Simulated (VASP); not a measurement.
Si: single point with LDA

Crystal: Si.

```
CELL_PARAMETERS angstrom
0.00000 2.79782 2.69794
2.79782 0.00000 2.69794
2.79782 2.79782 0.00000
ATOMIC_POSITIONS crystal
Si 0.50000 0.50000 0.50000
Si 0.75000 0.75000 0.75000
```

This cell differs from its parent crystal: volume 21.119 Å^3 an atom, c/a of the conventional cell 0.9643.

```yaml
Program: VASP 6.6.1
Task: single point
Functional: LDA
Potentials_or_basis: VASP PAW LDA potentials, release 64 (Si)
Cutoff: 520 eV
k_mesh: 12 × 12 × 12
Occupations: gaussian, width 0.05 eV
Spin: no spin polarisation
Dipole_correction: no
Further_INCAR_settings: ALGO = Normal; EDIFF = 1e-06; NBANDS = 11
```

```
Pressure               : -5.8 GPa
Band gap on the k mesh : 0.19 eV, indirect (least direct gap 2.19 eV)
```

Stress tensor (GPa, compression positive):
```
-6.86  0.00  0.00
 0.00 -6.86  0.00
 0.00  0.00 -3.59
```

Levels at points of the mesh, in eV from the valence-band top:
| k point | band 2 | band 3 | band 4 | band 5 | band 6 | band 7 |
| --- | --- | --- | --- | --- | --- | --- |
| (0.00, 0.00, 0.00) | -0.24 | -0.24 | 0.00 | 2.26 | 2.39 | 2.39 |
| (0.50, 0.00, 0.00) | -6.91 | -1.47 | -1.15 | 1.04 | 3.02 | 3.32 |
| (0.50, 0.50, 0.00) | -7.67 | -3.05 | -3.05 | 0.36 | 0.36 | 9.34 |
| (0.50, 0.00, 0.50) | -7.87 | -2.78 | -2.78 | 0.63 | 0.63 | 9.24 |

Run time: 49 s on 1 thread of Intel(R) Xeon(R) Platinum 8259CL CPU @ 2.50GHz (Skylake/Cascade Lake), with other jobs on the host, peak memory 0.18 GiB.

 A k mesh can miss the band edges.
